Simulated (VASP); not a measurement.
Hg: single point with LDA

Crystal: Hg.

```xyz
1
Lattice="0.0000 2.1639 2.1639 2.1639 0.0000 2.1639 2.1639 2.1639 0.0000" Properties=species:S:1:pos:R:3 pbc="T T T"
Hg    0.0000    0.0000    0.0000
```

This cell differs from its parent crystal: volume scaled by 0.92.

```yaml
Program: VASP 6.6.1
Task: single point
Functional: LDA
Potentials_or_basis: VASP PAW LDA potentials, release 64 (Hg)
Cutoff: 520 eV
k_mesh: 14 × 14 × 14
Occupations: fermi-dirac, width 0.1 eV
Spin: no spin polarisation
Dipole_correction: no
Further_INCAR_settings: ALGO = Normal; EDIFF = 1e-07; NBANDS = 12
```

```json
{
  "Pressure": "6.6 GPa",
  "Band gap on the k mesh": "zero (band 6 reaches 4.73 eV, above the bottom of band 7 at 2.65 eV)"
}
```

Levels at points of the mesh, in eV from the Fermi level:
```
           k point  band 3  band 4  band 5  band 6  band 7  band 8  band 9  band 10
(0.00, 0.00, 0.00)   -7.59   -7.59   -6.70   -6.70   13.81   15.95   15.95    15.95
(0.50, 0.00, 0.00)   -7.60   -5.97   -5.97   -2.39   -1.25   13.04   13.61    13.61
(0.50, 0.50, 0.00)   -6.01   -5.78   -5.78   -0.77    1.15    7.30    7.30    12.68
```

It took 12 s on 1 thread of Intel Xeon 6975P-C, on a shared host, peak memory 0.14 GiB.

Caveat: spin-orbit coupling is left out, which moves the levels of the heavy elements.
